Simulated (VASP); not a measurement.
Crystal: Cd.

```
Cd
1.0
     2.87000    0.00000    0.00000
     0.00000    2.87000    0.00000
     0.00000    0.00000    2.87000
Cd
1
Direct
  0.00000 0.00000 0.00000
```

| Quantity | Value |
| --- | --- |
| Program | VASP 6.6.1 |
| Task | relaxation of cell and atoms |
| Functional | PBE |
| Potentials or basis | VASP PAW PBE potentials, release 64 (Cd) |
| Cutoff | 600 eV |
| k mesh | 7 × 7 × 7 |
| Occupations | gaussian, width 0.05 eV |
| Spin | no spin polarisation |

At the start: pressure 6.3 GPa; volume 23.64 Å³/atom.

Q: Where does the relaxation end?

A: Over 4 steps the energy falls by 62.7 meV/atom and the volume is 27.41 Å³/atom (+15.9 %); space group Pm-3m (No. 221, to 0.05 Å).

Step by step:
```
step  energy change (eV)  largest force (eV/Å)  pressure (GPa)  volume (Å³)
   1              0.0000                0.0000            6.26        23.64
   2             -0.0619                0.0000            0.51        26.94
   3             -0.0627                0.0000           -0.06        27.49
   4             -0.0627                0.0000            0.02        27.41
```

Final structure:
```cif
data_structure
_symmetry_space_group_name_H-M 'P 1'
_symmetry_Int_Tables_number 1
_cell_length_a 3.0150
_cell_length_b 3.0150
_cell_length_c 3.0150
_cell_angle_alpha 90.000
_cell_angle_beta 90.000
_cell_angle_gamma 90.000
_cell_volume 27.41
loop_
_atom_site_label
_atom_site_type_symbol
_atom_site_fract_x
_atom_site_fract_y
_atom_site_fract_z
_atom_site_occupancy
Cd1 Cd 0.00000 0.00000 0.00000 1
```

Caveat: the volume moved by over 15 % at a fixed basis, so the end points are rough.
